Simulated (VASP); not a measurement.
## LiH: single point with PBE

The system is LiH.

```
CELL_PARAMETERS angstrom
0.00000 2.02324 2.02324
2.02324 0.00000 2.02324
2.02324 2.02324 0.00000
ATOMIC_POSITIONS crystal
Li 0.00000 0.00000 0.00000
H 0.50000 0.50000 0.50000
```

This cell differs from its parent crystal: volume scaled by 1.03.

```yaml
Program: VASP 6.6.1
Task: single point
Functional: PBE
Potentials_or_basis: VASP PAW PBE potentials, release 64 (Li_sv, H)
Cutoff: 520 eV
k_mesh: 10 × 10 × 10
Occupations: gaussian, width 0.02 eV
Spin: no spin polarisation
```

The band gap on the k mesh is 3.00 eV, direct.

Levels at points of the mesh, in eV from the valence-band top:
| k point | band 1 | band 2 | band 3 | band 4 | band 5 |
| --- | --- | --- | --- | --- | --- |
| (0.00, 0.00, 0.00) | -44.32 | -5.33 | 15.72 | 17.60 | 17.60 |
| (0.50, 0.00, 0.00) | -44.28 | -2.55 | 4.86 | 13.42 | 16.25 |
| (0.50, 0.50, 0.00) | -44.26 | 0.00 | 3.00 | 10.68 | 10.68 |

It took 3.6 s on 1 thread of Intel(R) Xeon(R) 6975P-C (Granite Rapids), with other jobs on the host, peak memory 0.13 GiB.

 A k mesh can miss the band edges.
